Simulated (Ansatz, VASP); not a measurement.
One calculation of LiF, two programs

The input INCAR:

```
PREC     = Accurate       # precision mode
ENCUT    = 520            # plane-wave cutoff, eV
EDIFF    = 1E-7           # SCF threshold, eV
ISMEAR   = 0              # smearing method
SIGMA    = 0.05           # smearing width, eV
LREAL    = F              # projectors in reciprocal space
LASPH    = T              # aspherical terms in the spheres
NELM     = 60             # most SCF steps
ALGO     = Normal         # electronic algorithm
ISIF     = 2              # what is computed and relaxed
LWAVE    = F              # write WAVECAR
LCHARG   = T              # write CHGCAR
GGA      = PE             # functional
LELF     = T              # ELF
LVHAR    = T            
NBANDS   = 18             # bands
```

KPOINTS

```
regular mesh
0
Gamma
  9 9 6
```

POSCAR

```
LiF
1.0
    3.1498738080      0.0000000000      0.0000000000
   -1.5749369040      2.7278707365      0.0000000000
    0.0000000000      0.0000000000      5.4070733788
Li F
2 2
Direct
    0.3333333333      0.6666666667      0.3810713234
    0.6666666667      0.3333333333      0.8810713234
    0.3333333333      0.6666666667      0.9939266766
    0.6666666667      0.3333333333      0.4939266766
```

Input for Ansatz:

```yaml
crystal:
  lattice:
    - [3.149873808, 0.0, 0.0]
    - [-1.574936904, 2.7278707365, 0.0]
    - [0.0, 0.0, 5.4070733788]
  atoms:
    - { symbol: Li, position: [0.3333333333, 0.6666666667, 0.3810713234] }
    - { symbol: Li, position: [0.6666666667, 0.3333333333, 0.8810713234] }
    - { symbol: F, position: [0.3333333333, 0.6666666667, 0.9939266766] }
    - { symbol: F, position: [0.6666666667, 0.3333333333, 0.4939266766] }
basis:
  ecutwfc: 520.0
kpoints:
  mp_grid: { grid: [9, 9, 6] }
hamiltonian:
  xc: pbe
scf:
  occupations: { method: gaussian, width: 0.05 }
output:
  forces: true
  stress: true
  eigenvalues: true
  write_density: true
  write_potential: true
  elf: true
  volumetric_format: npy
```

Alike in both runs: task single point; functional PBE; k mesh 9 × 9 × 6; occupations gaussian, width 0.05 eV; no spin polarisation.

|  | VASP | Ansatz |
| --- | --- | --- |
| version | VASP 6.6.1 | Ansatz 0.2.0 |
| potentials or method | VASP PAW PBE potentials, release 64 (Li_sv, F), cutoff 520 eV | scalar-relativistic, plane waves, PAW |
| valence electrons in the cell | 20 | 20 |

|  | VASP | Ansatz | Ansatz less VASP |
| --- | --- | --- | --- |
| gap on the k mesh at the Fermi level (eV) | 7.10 | 7.11 | +0.009 |
| least direct gap on the mesh (eV) | 7.10 | 7.11 | +0.009 |
| rms of the force components (eV/Å) | 0.047 | 0.042 | -0.0052 |

Atom by atom the forces differ by 0.005 eV/Å (rms over components).

Noted on VASP's run: the cutoff is short for stress, so the pressure is rough.
